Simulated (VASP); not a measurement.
# Tb (Im-3m) in VASP: further runs

Runs on Tb. Level: revPBE+D3(BJ). Tasks: single point.

Everything below comes from runs of VASP 6.6.1. Logs are shortened: lines on timing, memory, paths and dates and some standing lists are left out, and cuts for length are marked.

## (1) The cell of the first run

Symmetry: Im-3m, No. 229, cubic system. Conventional cell: a = 3.993 Å, b = 3.993 Å, c = 3.993 Å, α = 90.00°, β = 90.00°, γ = 90.00°. Tb (site symmetry m-3m) has 14 Tb at 3.46 to 3.99 Å within 4.5 Å.

## (2) Single point, revPBE+D3(BJ), collinear spin, ferromagnetic start

File INCAR:

```
SYSTEM = Tb
ALGO = Normal
EDIFF = 1E-6
ENCUT = 520
GGA = RE
ISIF = 2
ISMEAR = -5
ISPIN = 2
IVDW = 12
LASPH = .TRUE.
LCHARG = .FALSE.
LMAXMIX = 6
LORBIT = 11
LREAL = .FALSE.
LWAVE = .FALSE.
MAGMOM = 6
NBANDS = 14
NELM = 150
PREC = Accurate
SIGMA = 0.05
```

File KPOINTS:

```
k-points
0
G
  9 9 9
  0 0 0
```

File POSCAR:

```
Tb
1.0
   -1.9965096606      1.9965096606      1.9965096606
    1.9965096606     -1.9965096606      1.9965096606
    1.9965096606      1.9965096606     -1.9965096606
Tb
1
Direct
    0.0000000000      0.0000000000      0.0000000000
```

Potentials or basis: VASP PAW PBE potentials, release 64 (Tb_3), 4f in core.

Launch:

```console
$ cat potpaw_PBE.64/Tb_3/POTCAR > POTCAR
$ mpirun -np 1 vasp_std > vasp.out
```

OUTCAR:

```text
SYSTEM = Tb
   EDIFF = 1E-6
   ENCUT = 520
   GGA = RE
   ISIF = 2
   ISMEAR = -5
   ISPIN = 2
   IVDW = 12
   LASPH = .TRUE.
   LORBIT = 11
   LREAL = .FALSE.
   NELM = 150
   PREC = Accurate
 IVDW          = 12

 ion  position               nearest neighbor table
   1  0.000  0.000  0.000-

  LATTYP: Found a body centered cubic cell.
 ALAT       =     3.9930193212

  Lattice vectors:

 A1 = (  -1.9965096606,   1.9965096606,   1.9965096606)
 A2 = (   1.9965096606,  -1.9965096606,   1.9965096606)
 A3 = (   1.9965096606,   1.9965096606,  -1.9965096606)

Analysis of symmetry for initial positions (statically):
=====================================================================
 Subroutine PRICEL returns:
 Original cell was already a primitive cell.

 Routine SETGRP: Setting up the symmetry group for a
 body centered cubic supercell.

 Subroutine GETGRP returns: Found 48 space group operations
 (whereof 48 operations were pure point group operations)
 out of a pool of 48 trial point group operations.

The static configuration has the point symmetry O_h .

Analysis of symmetry for dynamics (positions and initial velocities):
=====================================================================
 Subroutine PRICEL returns:
 Original cell was already a primitive cell.

 Routine SETGRP: Setting up the symmetry group for a
 body centered cubic supercell.

 Subroutine GETGRP returns: Found 48 space group operations
 (whereof 48 operations were pure point group operations)
 out of a pool of 48 trial point group operations.

The dynamic configuration has the point symmetry O_h .

Analysis of structural, dynamic, and magnetic symmetry:
=====================================================================
 Subroutine PRICEL returns:
 Original cell was already a primitive cell.

 Routine SETGRP: Setting up the symmetry group for a
 body centered cubic supercell.

 Subroutine GETGRP returns: Found 48 space group operations
 (whereof 48 operations were pure point group operations)
 out of a pool of 48 trial point group operations.

The overall configuration has the point symmetry O_h .

 Subroutine INISYM returns: Found 48 space group operations
 (whereof 48 operations are pure point group operations),
 and found     1 'primitive' translations

----------------------------------------------------------------------------------------

                                     Primitive cell

[... 127 lines left out ...]
   NGX = 13   NGY = 13   NGZ = 13

 number of electron       9.0000001 magnetization       0.3051229

 Free energy of the ion-electron system (eV)
  ---------------------------------------------------
  ext. energy  EPLUGINS =         0.00000000
  ---------------------------------------------------
  free energy    TOTEN  =        -4.13460348 eV

  energy without entropy =       -4.13460348  energy(sigma->0) =       -4.13460348

 E-fermi :   3.4986     XC(G=0):  -9.7895

 val. band max:        3.5217559994   @ k =  -0.4444  -0.4444   0.1111
 cond. band min:       3.3312466020   @ k =   0.3333   0.3333   0.0000
 fundamental gap:     -0.1905093975
 Fermi energy:         3.4985613966

 spin component 1

 k-point     1 :       0.0000    0.0000    0.0000
  band No.  band energies     occupation
      1     -18.9336      1.00000
      2     -18.9336      1.00000
      3     -18.9336      1.00000
      4      -1.7073      1.00000
      5       5.0891      0.00000
      6       5.0891      0.00000
      7       5.0891      0.00000
      8       7.3444      0.00000
      9       7.3444      0.00000
     10      13.7790      0.00000
     11      13.7790      0.00000
     12      13.7790      0.00000
     13      14.2495      0.00000
     14      21.7622      0.00000
[... 379 lines left out ...]
      3     -19.0517      1.00000
      4       1.9307      1.00000
      5       3.5218      0.78554
      6       3.8443     -0.00458
      7       6.2156      0.00000
      8       8.5045      0.00000
      9      10.6020      0.00000
     10      11.5383      0.00000
     11      13.9480      0.00000
     12      14.2504      0.00000
     13      15.0711      0.00000
     14      18.1441      0.00000

 [... further k-points ...]

 spin component 2

 k-point     1 :       0.0000    0.0000    0.0000
  band No.  band energies     occupation
      1     -18.8510      1.00000
      2     -18.8510      1.00000
      3     -18.8510      1.00000
      4      -1.4447      1.00000
      5       5.3279      0.00000
      6       5.3279      0.00000
      7       5.3279      0.00000
      8       7.4497      0.00000
      9       7.4497      0.00000
     10      14.0597      0.00000
     11      14.0597      0.00000
     12      14.0597      0.00000
     13      14.3192      0.00000
     14      21.9485      0.00000
[... 379 lines left out ...]
      3     -18.9668      1.00000
      4       2.1588      1.00000
      5       3.7293      0.20489
      6       4.0851      0.00000
      7       6.4116      0.00000
      8       8.6861      0.00000
      9      10.7637      0.00000
     10      11.7339      0.00000
     11      14.1572      0.00000
     12      14.3203      0.00000
     13      15.3144      0.00000
     14      18.3762      0.00000

 [... further k-points ...]

------------------------ aborting loop because EDIFF is reached ----------------------------------------

 Edisp (eV)   -0.60995

 E8    (eV) :    -0.4693

  FORCE on cell =-STRESS in cart. coord.  units (eV):
  Direction    XX          YY          ZZ          XY          YZ          ZX
  --------------------------------------------------------------------------------------
  -------------------------------------------------------------------------------------
  Total      -0.23977    -0.23977    -0.23977     0.00000    -0.00000     0.00000
  in kB     -12.06795   -12.06795   -12.06795     0.00000    -0.00000     0.00000
  external pressure =      -12.07 kB  Pullay stress =        0.00 kB

 VOLUME and BASIS-vectors are now :
 -----------------------------------------------------------------------------
  energy-cutoff  :      520.00
  volume of cell :       31.83
      direct lattice vectors                 reciprocal lattice vectors
    -1.996509661  1.996509661  1.996509661     0.000000000  0.250437055  0.250437055
     1.996509661 -1.996509661  1.996509661     0.250437055  0.000000000  0.250437055
     1.996509661  1.996509661 -1.996509661     0.250437055  0.250437055  0.000000000

 POSITION                                       TOTAL-FORCE (eV/Angst)
 -----------------------------------------------------------------------------------
      0.00000      0.00000      0.00000         0.000000     -0.000000      0.000000
 -----------------------------------------------------------------------------------
    total drift:                               -0.000000     -0.000000     -0.000000

  FREE ENERGIE OF THE ION-ELECTRON SYSTEM (eV)
  ---------------------------------------------------
  free  energy   TOTEN  =        -4.7445574308 eV

  energy  without entropy=       -4.7445574308  energy(sigma->0) =       -4.74455743

 total charge

# of ion       s       p       d       tot
------------------------------------------
    1        0.395   6.301   1.116   7.812

 magnetization (x)

# of ion       s       p       d       tot
------------------------------------------
    1        0.002   0.043   0.172   0.217
```

Run time: 63 s. Hardware: 1 thread of Intel Xeon Platinum 8488C (Sapphire Rapids), shared host; peak memory 0.2 GiB.

What came out:

| Item | Value |
| --- | --- |
| Free energy | -4.7446 eV |
| Pressure | -1.2 GPa |
| Net moment | 0.31 μB per cell |
| Site moments | Tb +0.22 μB |
| Valence electrons inside the program's atomic spheres | Tb 7.81 |
| Dispersion energy per atom | -0.610 eV |

Caveat: the magnetic or orbital state may not be the lowest; the PAW data sets were made with another functional, which shifts forces and pressure a little; spin-orbit coupling is left out, which moves the levels of the heavy elements; the 4f electrons are frozen in the core, so they carry no moment and show no levels; pairwise dispersion overbinds metals, which lowers pressure and volume; tetrahedron occupations give inexact forces and stress in metals. The state reached can hang on the start; a lower one may exist.

(Part 1 of 2 ends here.)
